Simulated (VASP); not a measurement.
Crystal: BAs.

```
B As
1.0
     2.93437    0.00000    0.00000
     0.00000    2.93437    0.00000
     0.00000    0.00000    2.93437
B As
1 1
Direct
  0.50000 0.50000 0.50000
  0.00000 0.00000 0.00000
```

* Program: VASP 6.6.1
* Task: relaxation of cell and atoms
* Functional: PBE-based screened hybrid with 25 % exact exchange
* Potentials or basis: VASP PAW PBE potentials, release 64 (B, As)
* Cutoff: 600 eV
* k mesh: 5 × 5 × 5
* Occupations: fermi-dirac, width 0.05 eV
* Spin: no spin polarisation

At the start: pressure -6.1 GPa; volume 12.63 Å³/atom.

**Question.** How do energy, volume and symmetry change on relaxing?

**Answer.** Over 4 steps the energy falls by 12.6 meV/atom and the volume is 11.96 Å³/atom (-5.4 %); space group Pm-3m (No. 221, to 0.1 Å) before and after.

Step by step:
```
step  energy change (eV)  largest force (eV/Å)  pressure (GPa)  volume (Å³)
   1              0.0000                0.0000           -6.12        25.27
   2             -0.0230                0.0000            2.00        23.54
   3             -0.0252                0.0000           -0.17        23.95
   4             -0.0252                0.0000           -0.07        23.91
```

Final structure:
```
CELL_PARAMETERS angstrom
2.88105 0.00000 0.00000
0.00000 2.88105 0.00000
0.00000 0.00000 2.88105
ATOMIC_POSITIONS crystal
B 0.50000 0.50000 0.50000
As 0.00000 0.00000 0.00000
```

Caveat: the k points lie up to 0.44 Å⁻¹ apart in the final cell, too coarse for converged energies and pressures of a metal; the PAW data sets were made with another functional, which shifts forces and pressure a little.
